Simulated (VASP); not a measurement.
La4HfO: single point with PBE

The system is La4HfO.

```
La Hf O
1.0
     0.00000    4.82483    4.82483
     4.82483    0.00000    4.82483
     4.82483    4.82483    0.00000
La Hf O
4 1 1
Direct
  0.38585 0.84245 0.38585
  0.38585 0.38585 0.38585
  0.84245 0.38585 0.38585
  0.38585 0.38585 0.84245
  0.00000 0.00000 0.00000
  0.25000 0.25000 0.25000
```

The cell was generated, and may not be a known phase.

```
Program             : VASP 6.6.1
Task                : single point
Functional          : PBE
Potentials or basis : VASP PAW PBE potentials, release 64 (La, Hf_pv, O)
Cutoff              : 520 eV
k mesh              : 8 × 8 × 8
Occupations         : gaussian, width 0.1 eV
Spin                : no spin polarisation
```

```json
{
  "Pressure": "-0.1 GPa",
  "Largest force": "0.026 eV/Å",
  "Band gap on the k mesh": "zero (bands 30 and 31 overlap by 0.36 eV)"
}
```

Forces on the atoms (eV/Å):
```
La   0.015 -0.015  0.015
La  -0.015 -0.015 -0.015
La  -0.015  0.015  0.015
La   0.015  0.015 -0.015
Hf   0.000  0.000  0.000
O    0.000  0.000  0.000
```

Levels at points of the mesh, in eV from the Fermi level:
```tsv
k point	band 26	band 27	band 28	band 29	band 30	band 31	band 32	band 33	band 34	band 35
(0.00, 0.00, 0.00)	-0.86	-0.86	-0.41	-0.25	-0.25	-0.25	-0.07	-0.07	0.51	0.51
(0.50, 0.00, 0.00)	-0.87	-0.40	-0.40	-0.08	-0.08	0.15	0.25	0.25	0.54	0.54
(0.50, 0.50, 0.00)	-0.76	-0.49	-0.49	-0.46	-0.01	0.16	0.29	0.29	0.45	0.67
```

Run time: 14 min on 1 thread of Intel(R) Xeon(R) Platinum 8488C (Sapphire Rapids), with other jobs on the host, peak memory 0.55 GiB.

Caveat: spin-orbit coupling is left out, which moves the levels of the heavy elements.
